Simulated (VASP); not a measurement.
# CdSe (F-43m) in VASP: notebook

CdSe is run at these levels: LDA, PBEsol+D3(BJ), PBEsol+D4, PBE+D3(BJ); tasks: single point.

Program: VASP 6.6.1. These are calculated values, not measurements. Logs are shortened: lines on timing, memory, paths and dates and some standing lists are left out, and cuts for length are marked.

### Step 1. The cell of the first run

The structure is cubic, space group F-43m (No. 216). Conventional cell: a = 6.008 Å, b = 6.008 Å, c = 6.008 Å, α = 90.00°, β = 90.00°, γ = 90.00°. Cd (site symmetry -43m) has 4 Se at 2.60 Å within 3.4 Å. Se (site symmetry -43m) has 4 Cd at 2.60 Å within 3.4 Å.

### Step 2. Single point, LDA

The input, INCAR:

```
  ALGO = Normal
  EDIFF = 1E-7
  ENCUT = 520
  GGA = CA
  ISIF = 2
  ISMEAR = -1
  LASPH = T
  LCHARG = F
  LREAL = F
  LWAVE = F
  NBANDS = 16
  NELM = 100
  PREC = Accurate
  SIGMA = 0.05
```

The input, KPOINTS:

```
k-points
0
Gamma
  8 8 8
```

The input, POSCAR:

```
CdSe
1.0
    0.0000000000      3.0039198946      3.0039198946
    3.0039198946      0.0000000000      3.0039198946
    3.0039198946      3.0039198946      0.0000000000
Cd Se
1 1
Direct
    0.0000000000      0.0000000000      0.0000000000
    0.2500000000      0.2500000000      0.2500000000
```

Potentials or basis: VASP PAW LDA potentials, release 64 (Cd, Se).

The run is started by

```
$ cat potpaw_LDA.64/Cd/POTCAR potpaw_LDA.64/Se/POTCAR > POTCAR
$ mpirun -np 1 vasp_std > vasp.out
```

OUTCAR:

```text
EDIFF = 1E-7
   ENCUT = 520
   GGA = CA
   ISIF = 2
   ISMEAR = -1
   LASPH = T
   LREAL = F
   NELM = 100
   PREC = Accurate

 ion  position               nearest neighbor table
   1  0.000  0.000  0.000-   2 2.60   2 2.60   2 2.60   2 2.60
   2  0.250  0.250  0.250-   1 2.60   1 2.60   1 2.60   1 2.60

  LATTYP: Found a face centered cubic cell.
 ALAT       =     6.0078397892

  Lattice vectors:

 A1 = (   0.0000000000,   3.0039198946,   3.0039198946)
 A2 = (   3.0039198946,   0.0000000000,   3.0039198946)
 A3 = (   3.0039198946,   3.0039198946,   0.0000000000)

Analysis of symmetry for initial positions (statically):
=====================================================================
 Subroutine PRICEL returns:
 Original cell was already a primitive cell.

 Routine SETGRP: Setting up the symmetry group for a
 face centered cubic supercell.

 Subroutine GETGRP returns: Found 24 space group operations
 (whereof 24 operations were pure point group operations)
 out of a pool of 48 trial point group operations.

The static configuration has the point symmetry T_d .

Analysis of symmetry for dynamics (positions and initial velocities):
=====================================================================
 Subroutine PRICEL returns:
 Original cell was already a primitive cell.

 Routine SETGRP: Setting up the symmetry group for a
 face centered cubic supercell.

 Subroutine GETGRP returns: Found 24 space group operations
 (whereof 24 operations were pure point group operations)
 out of a pool of 48 trial point group operations.

The dynamic configuration has the point symmetry T_d .

 Subroutine INISYM returns: Found 24 space group operations
 (whereof 24 operations are pure point group operations),
 and found     1 'primitive' translations

----------------------------------------------------------------------------------------

                                     Primitive cell

  volume of cell :      54.2120

  direct lattice vectors                    reciprocal lattice vectors
     0.000000000  3.003919895  3.003919895    -0.166449179  0.166449179  0.166449179
     3.003919895  0.000000000  3.003919895     0.166449179 -0.166449179  0.166449179
     3.003919895  3.003919895  0.000000000     0.166449179  0.166449179 -0.166449179

  length of vectors
     4.248184255  4.248184255  4.248184255     0.288298435  0.288298435  0.288298435

  position of ions in fractional coordinates (direct lattice)
     0.000000000  0.000000000  0.000000000
[... 77 lines left out ...]
   NELM   =    100;   NELMIN=  2; NELMDL= -5     # of ELM steps
   EDIFF  = 0.1E-06   stopping-criterion for ELM
   LREAL  =      F    real-space projection
   EDIFFG = 0.1E-05   stopping-criterion for IOM
   NSW    =      0    number of steps for IOM
   IBRION =     -1    ionic relax: 0-MD 1-quasi-New 2-CG
   NFREE  =      0    steps in history (QN), initial steepest desc. (CG)
   ISIF   =      2    stress and relaxation
   ISYM   =      2    0-nonsym 1-usesym 2-fastsym
   POTIM  = 0.5000    time-step for ionic-motion
   TEBEG  =    0.0;   TEEND  =   0.0 temperature during run
   PSTRESS=    0.0 pullay stress
   NELECT =      18.0000    total number of electrons
   NUPDOWN=      -1.0000    fix difference up-down
   EMIN   =  10.00;   EMAX   =-10.00  energy-range for DOS
   EFERMI =   0.00;   METHOD = LEGACY
   ISMEAR =    -1;   SIGMA  =   0.05  broadening in eV -4-tet -1-fermi 0-gaus
   EFERMI_NEDOS =   21; number of points for ismear=-14 and -15
   IALGO  =     38    algorithm
   IMIX   =      4    mixing-type and parameters
     AMIX     =   0.40;   BMIX     =  1.00
     AMIX_MAG =   1.60;   BMIX_MAG =  1.00
  volume/ion in A,a.u.               =      27.11       182.92
  Fermi-wavevector in a.u.,A,eV,Ry     =   1.133620  2.142230 17.484755  1.285093
  Thomas-Fermi vector in A             =   2.270323
   LORBIT       =      0    0 simple, 1 ext, 2 COOP (PROOUT), +10 PAW based schemes
   GGA     = CA    functional components
   LHFCALC =     F    Hartree Fock is set to
   AEXX    =    0.0000 exact exchange contribution
   IVDW    =     0    specifies the selected vdW correction
   LEPSILON=     F    determine dielectric tensor
   LRPA    =     F    only Hartree local field effects (RPA)
 non-spin polarized calculation
  energy-cutoff  :      520.00
  volume of cell :       54.21
 maximum number of plane-waves:      1476
   NGX = 15   NGY = 15   NGZ = 15

 number of electron      17.9999994 magnetization

 Free energy of the ion-electron system (eV)
  ---------------------------------------------------
  ext. energy  EPLUGINS =         0.00000000
  ---------------------------------------------------
  free energy    TOTEN  =        -6.76149616 eV

  energy without entropy =       -6.76143825  energy(sigma->0) =       -6.76146720

 E-fermi :   1.3780     XC(G=0):  -9.4547

 val. band max:        1.1221834150   @ k =   0.0000   0.0000   0.0000
 cond. band min:       1.5603699506   @ k =   0.0000   0.0000   0.0000
 fundamental gap:      0.4381865356
 Fermi energy:         1.3779969559

 k-point     1 :       0.0000    0.0000    0.0000
  band No.  band energies     occupation
      1     -11.7404      2.00000
      2      -6.9669      2.00000
      3      -6.9669      2.00000
      4      -6.9669      2.00000
      5      -6.5459      2.00000
      6      -6.5459      2.00000
[... 433 lines left out ...]
      3      -6.7940      2.00000
      4      -6.5711      2.00000
      5      -6.5285      2.00000
      6      -6.1268      2.00000
[... 8 lines left out ...]
     15      12.7451      0.00000
     16      13.7612      0.00000

 [... further k-points ...]

------------------------ aborting loop because EDIFF is reached ----------------------------------------

  FORCE on cell =-STRESS in cart. coord.  units (eV):
  Direction    XX          YY          ZZ          XY          YZ          ZX
  --------------------------------------------------------------------------------------
  -------------------------------------------------------------------------------------
  Total        0.1646692      0.1646692      0.1646692      0.0000000      0.0000000      0.0000000
  in kB        4.8666264      4.8666264      4.8666264      0.0000000      0.0000000      0.0000000
  external PRESSURE =       4.8666264 kB  Pullay stress =       0.0000000 kB

 VOLUME and BASIS-vectors are now :
 -----------------------------------------------------------------------------
  energy-cutoff  :      520.00
  volume of cell :       54.21
      direct lattice vectors                 reciprocal lattice vectors
     0.000000000  3.003919895  3.003919895    -0.166449179  0.166449179  0.166449179
     3.003919895  0.000000000  3.003919895     0.166449179 -0.166449179  0.166449179
     3.003919895  3.003919895  0.000000000     0.166449179  0.166449179 -0.166449179

 POSITION                                       TOTAL-FORCE (eV/Angst)
 -----------------------------------------------------------------------------------
      0.00000      0.00000      0.00000         0.000000      0.000000      0.000000
      1.50196      1.50196      1.50196        -0.000000     -0.000000     -0.000000
 -----------------------------------------------------------------------------------
    total drift:                                0.000000      0.000000     -0.000000

  FREE ENERGIE OF THE ION-ELECTRON SYSTEM (eV)
  ---------------------------------------------------
  free  energy   TOTEN  =        -6.7614961556 eV

  energy  without entropy=       -6.7614382497  energy(sigma->0) =       -6.76146720
```

stdout:

```text
POSCAR found type information on POSCAR CdSe
 POSCAR found :  2 types and       2 ions
 scaLAPACK will be used
 LDA part: xc-table for (Slater(with rela. corr.)+CA(PZ))
 , standard interpolation
 POSCAR, INCAR and KPOINTS ok, starting setup
 FFT: planning ... GRIDC
 FFT: planning ... GRID_SOFT
 FFT: planning ... GRID
 WAVECAR not read
 entering main loop
```

Run time: 27 s. Hardware: 1 thread of Intel Xeon 8259CL, shared host; peak memory 0.16 GiB.

What came out:

```
Free energy            : -6.7615 eV
Pressure               : 0.5 GPa
Band gap on the k mesh : 0.44 eV
```

### Step 3. Single point, PBEsol+D3(BJ)

This run uses another cell than the first one, of 27.24 Å³/atom.

The input, INCAR:

```
ALGO = Normal ; EDIFF = 1E-6
ENCUT = 520 ; GGA = PS
ISIF = 2 ; ISMEAR = -1
IVDW = 12 ; LASPH = T
LCHARG = T ; LELF = T
LREAL = F ; LVHAR = T
LWAVE = F ; NBANDS = 16
NELM = 80 ; PREC = Accurate
SIGMA = 0.05
```

KPOINTS is that of step 2.

The input, POSCAR:

```
CdSe
1.0
    0.0000000000      3.0089305165      3.0089305165
    3.0089305165      0.0000000000      3.0089305165
    3.0089305165      3.0089305165      0.0000000000
Cd Se
1 1
Direct
    0.0000000000      0.0000000000      0.0000000000
    0.2500000000      0.2500000000      0.2500000000
```

Potentials or basis: VASP PAW PBE potentials, release 64 (Cd, Se).

The run is started by

```
$ cat potpaw_PBE.64/Cd/POTCAR potpaw_PBE.64/Se/POTCAR > POTCAR
$ mpirun -np 1 vasp_std > vasp.out
```

It took 35 s on 1 thread of Intel Xeon 8259CL, shared host; peak memory 0.19 GiB.

It converged, with:

| Property | Result |
| --- | --- |
| Free energy | -6.7731 eV |
| Pressure | 0.4 GPa |
| Band gap on the k mesh | 0.55 eV |
| Dispersion energy per atom | -0.305 eV |

Levels at points of the mesh, in eV from the valence-band top:
```csv
k point,band 5,band 6,band 7,band 8,band 9,band 10,band 11,band 12,band 13,band 14
"(0.00, 0.00, 0.00)",-7.61,-7.61,0.00,0.00,0.00,0.55,5.85,5.85,5.85,9.72
"(0.50, 0.00, 0.00)",-7.59,-7.30,-4.65,-0.81,-0.81,2.32,6.37,6.37,7.36,9.97
"(0.50, 0.50, 0.00)",-7.55,-7.23,-4.28,-1.99,-1.99,2.94,3.70,9.13,10.32,10.32
```

Caveat: the PAW data sets were made with another functional, which shifts forces and pressure a little.

### Step 4. Single point, PBEsol+D4

This run uses another cell than the first one, of 27.57 Å³/atom.

The input, INCAR:

```
PREC = Accurate ; ENCUT = 520
EDIFF = 1E-6 ; ISMEAR = -1
SIGMA = 0.05 ; LREAL = False
LASPH = True ; NELM = 80
ALGO = Normal ; ISIF = 2
LWAVE = False ; LCHARG = True
GGA = PS ; IVDW = 13
LELF = True ; LVHAR = True
NBANDS = 16
```

The input, KPOINTS:

```
Automatic mesh
0
Gamma
  8 8 8
```

The input, POSCAR:

```
CdSe
1.0
    0.0000000000      3.0209831309      3.0209831309
    3.0209831309      0.0000000000      3.0209831309
    3.0209831309      3.0209831309      0.0000000000
Cd Se
1 1
Direct
    0.0000000000      0.0000000000      0.0000000000
    0.2500000000      0.2500000000      0.2500000000
```

The run is started by

```
$ cat potpaw_PBE.64/Cd/POTCAR potpaw_PBE.64/Se/POTCAR > POTCAR
$ mpirun -np 1 vasp_std > vasp.out
```

Wall time 33 s (1 thread of Intel Xeon 8259CL, shared host); peak memory 0.18 GiB.

The run converged. Its results:

```yaml
Free_energy: -6.5621 eV
Pressure: 0.4 GPa
Band_gap_on_the_k_mesh: 0.52 eV
Dispersion_energy_per_atom: -0.196 eV
```

Levels at points of the mesh, in eV from the valence-band top:
| k point | band 7 | band 8 | band 9 | band 10 | band 11 | band 12 |
| --- | --- | --- | --- | --- | --- | --- |
| (0.00, 0.00, 0.00) | 0.00 | 0.00 | 0.00 | 0.52 | 5.85 | 5.85 |
| (0.50, 0.00, 0.00) | -4.57 | -0.79 | -0.79 | 2.31 | 6.37 | 6.37 |
| (0.50, 0.50, 0.00) | -4.22 | -1.95 | -1.95 | 2.96 | 3.69 | 9.08 |

Caveat: the PAW data sets were made with another functional, which shifts forces and pressure a little.

### Step 5. Single point, PBE+D3(BJ)

This run uses another cell than the first one, of 28.54 Å³/atom.

The input, INCAR:

```
SYSTEM = CdSe
PREC = Accurate
ENCUT = 520
EDIFF = 1E-6
ISMEAR = -1
SIGMA = 0.05
LREAL = .False.
LASPH = .True.
NELM = 100
ALGO = Normal
ISIF = 2
LWAVE = .False.
LCHARG = .True.
GGA = PE
IVDW = 12
LELF = .True.
LVHAR = .True.
NBANDS = 16
```

The input, KPOINTS:

```
regular mesh
0
Gamma
  8 8 8
  0 0 0
```

The input, POSCAR:

```
CdSe
1.0
    0.0000000000      3.0558355763      3.0558355763
    3.0558355763      0.0000000000      3.0558355763
    3.0558355763      3.0558355763      0.0000000000
Cd Se
1 1
Direct
    0.0000000000      0.0000000000      0.0000000000
    0.2500000000      0.2500000000      0.2500000000
```

The run is started by

```
$ cat potpaw_PBE.64/Cd/POTCAR potpaw_PBE.64/Se/POTCAR > POTCAR
$ mpirun -np 1 vasp_std > vasp.out
```

Run time: 33 s. Hardware: 1 thread of Intel Xeon 8259CL, shared host; peak memory 0.2 GiB.

It converged, with:

```
Free energy                : -6.1077 eV
Pressure                   : 0.3 GPa
Band gap on the k mesh     : 0.58 eV
Dispersion energy per atom : -0.314 eV
```

Levels at points of the mesh, in eV from the valence-band top:
```
           k point  band 7  band 8  band 9  band 10  band 11  band 12
(0.00, 0.00, 0.00)    0.00    0.00    0.00     0.58     5.94     5.94
(0.50, 0.00, 0.00)   -4.30   -0.73   -0.73     2.38     6.44     6.44
(0.50, 0.50, 0.00)   -4.02   -1.80   -1.80     3.17     3.74     9.05
```

### Step 6. The runs side by side

| level | potentials or basis | cell | gap on the mesh (eV) | pressure (GPa) |
| --- | --- | --- | --- | --- |
| LDA | VASP PAW LDA potentials, release 64 (Cd, Se) | a = 4.248 Å, angles 60.0°, 2 atoms | 0.44 | 0.5 |
| PBEsol+D3(BJ) | VASP PAW PBE potentials, release 64 (Cd, Se) | a = 4.255 Å, angles 60.0°, 2 atoms | 0.55 | 0.4 |
| PBEsol+D4 | VASP PAW PBE potentials, release 64 (Cd, Se) | a = 4.272 Å, angles 60.0°, 2 atoms | 0.52 | 0.4 |
| PBE+D3(BJ) | VASP PAW PBE potentials, release 64 (Cd, Se) | a = 4.322 Å, angles 60.0°, 2 atoms | 0.58 | 0.3 |

Alike in all rows: task single point; no spin polarisation; k mesh 8 × 8 × 8; cutoff (eV) 520; smearing fermi-dirac 0.05 eV.

Caveats: the PAW data sets were made with another functional, which shifts forces and pressure a little (at least some runs).

Absolute energies hang on the potentials; compare differences alone.
